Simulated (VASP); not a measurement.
# VH3: relaxation of cell and atoms with PBE

Crystal: VH3.

```
V H
1.0
     2.77368    0.00000    0.00000
     0.00000    2.77368    0.00000
     0.00000    0.00000    2.77368
V H
1 3
Direct
  0.00000 0.00000 0.00000
  0.00000 0.50000 0.50000
  0.50000 0.00000 0.50000
  0.50000 0.50000 0.00000
```

```json
{
  "Program": "VASP 6.6.1",
  "Task": "relaxation of cell and atoms",
  "Functional": "PBE",
  "Potentials or basis": "VASP PAW PBE potentials, release 64 (V_sv, H)",
  "Cutoff": "600 eV",
  "k mesh": "16 × 16 × 16",
  "Occupations": "gaussian, width 0.1 eV",
  "Spin": "collinear spin, ferromagnetic start",
  "Starting moments": "[0.5, 0.0, 0.0, 0.0] μB",
  "Dipole correction": "no",
  "Further INCAR settings": "ALGO = Normal; EDIFF = 1e-06; IBRION = 2; EDIFFG = -0.01; NSW = 100; ISIF = 3"
}
```

```yaml
Pressure_after_relaxing: 0.0 GPa
Net_moment: 0.44 μB per cell
Site_moments: V +0.43; H -0.01 μB
Valence_electrons_inside_the_program's_atomic_spheres: V 11.62; H 0.54
```

Final structure:
```xyz
4
Lattice="2.7737 0.0000 0.0000 0.0000 2.7737 0.0000 0.0000 0.0000 2.7737" Properties=species:S:1:pos:R:3 pbc="T T T"
V     0.0000    0.0000    0.0000
H     0.0000    1.3868    1.3868
H     1.3868    0.0000    1.3868
H     1.3868    1.3868    0.0000
```

Levels at points of the mesh, in eV from the Fermi level:
Spin up:
```
           k point  band 5  band 6  band 7  band 8  band 9  band 10  band 11  band 12
(0.00, 0.00, 0.00)  -12.47   -4.19   -4.19    1.11    1.11     1.11     6.05     6.05
(0.50, 0.00, 0.00)   -8.37   -7.64   -2.09   -0.44   -0.44     1.24     2.05     2.80
(0.50, 0.50, 0.00)   -7.44   -4.27   -4.27   -2.22   -0.08    -0.08     2.11     5.13
(0.50, 0.50, 0.50)   -6.15   -6.15   -6.15    2.20    2.20     4.90     5.76     5.76
```
Spin down:
```
           k point  band 6  band 7  band 8  band 9  band 10  band 11
(0.00, 0.00, 0.00)   -4.06   -4.06    1.65    1.65     1.65     6.09
(0.50, 0.00, 0.00)   -7.57   -1.88    0.04    0.04     1.79     1.99
(0.50, 0.50, 0.00)   -4.25   -4.25   -2.02    0.43     0.43     2.38
(0.50, 0.50, 0.50)   -5.98   -5.98    2.47    2.47     4.92     5.91
```

It took 24 s on 1 thread of Intel(R) Xeon(R) 6975P-C (Granite Rapids), on a shared host, peak memory 0.21 GiB.

Caveat: the relaxation stopped at its first step, so nothing moved.
